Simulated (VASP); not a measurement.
BeS, 2 atoms in the cell. Symmetry: F-43m, No. 216, cubic system. Conventional cell: a = 4.820 Å, b = 4.820 Å, c = 4.820 Å, α = 90.00°, β = 90.00°, γ = 90.00°. Within 2.8 Å of Be (site symmetry -43m) lie 4 S at 2.09 Å. Within 2.8 Å of S (site symmetry -43m) lie 4 Be at 2.09 Å.  This cell differs from its parent crystal: strain -1.0%.

| Quantity | Value |
| --- | --- |
| Program | VASP 6.6.1 |
| Task | single point |
| Functional | r2SCAN |
| Potentials or basis | VASP PAW PBE potentials, release 64 (Be, S) |
| Cutoff | 520 eV |
| k mesh | 10 × 10 × 10 |
| Occupations | gaussian, width 0.01 eV |
| Spin | no spin polarisation |
| Dipole correction | no |
| Further INCAR settings | ALGO = Normal; EDIFF = 1e-07; NBANDS = 11 |

Potentials or basis: VASP PAW PBE potentials, release 64 (Be, S).

Launch:

```console
$ cat potpaw_PBE.64/Be/POTCAR potpaw_PBE.64/S/POTCAR > POTCAR
$ cp INCAR.step1 INCAR
$ mpirun -np 1 vasp_std > vasp.out
$ cp INCAR.step2 INCAR
$ mpirun -np 1 vasp_std > vasp.out
```

Hardware: 1 thread of AMD EPYC 7R13 Processor (Zen 3), on a shared host.

Q: Estimate the wall time of this run.

A: Run time: 2 min on 1 thread of AMD EPYC 7R13 Processor (Zen 3), with other jobs on the host, peak memory 0.13 GiB. Counts: k points 47.
